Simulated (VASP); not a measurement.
# As: single point with PBE

The system is As.

```
As
1.0
    -1.53000    1.53000    1.53000
     1.53000   -1.53000    1.53000
     1.53000    1.53000   -1.53000
As
1
Direct
  0.00000 0.00000 0.00000
```

This cell differs from its parent crystal: volume scaled by 0.75.

```
Program             : VASP 6.6.1
Task                : single point
Functional          : PBE
Potentials or basis : VASP PAW PBE potentials, release 64 (As)
Cutoff              : 520 eV
k mesh              : 16 × 16 × 16
Occupations         : fermi-dirac, width 0.05 eV
Spin                : no spin polarisation
```

* Pressure: 43.7 GPa

Levels at points of the mesh, in eV from the Fermi level:
```csv
k point,band 1,band 2,band 3,band 4,band 5,band 6
"(0.00, 0.00, 0.00)",-18.06,8.63,8.63,8.63,14.46,14.46
"(0.50, 0.00, 0.00)",-11.11,-8.82,2.78,5.69,8.74,9.02
"(0.50, 0.50, 0.50)",-4.94,-3.04,-3.04,-3.04,2.72,2.72
```

It took 8 s on 1 thread of Intel(R) Xeon(R) Platinum 8375C CPU @ 2.90GHz (Ice Lake) (shared host), peak memory 0.13 GiB.
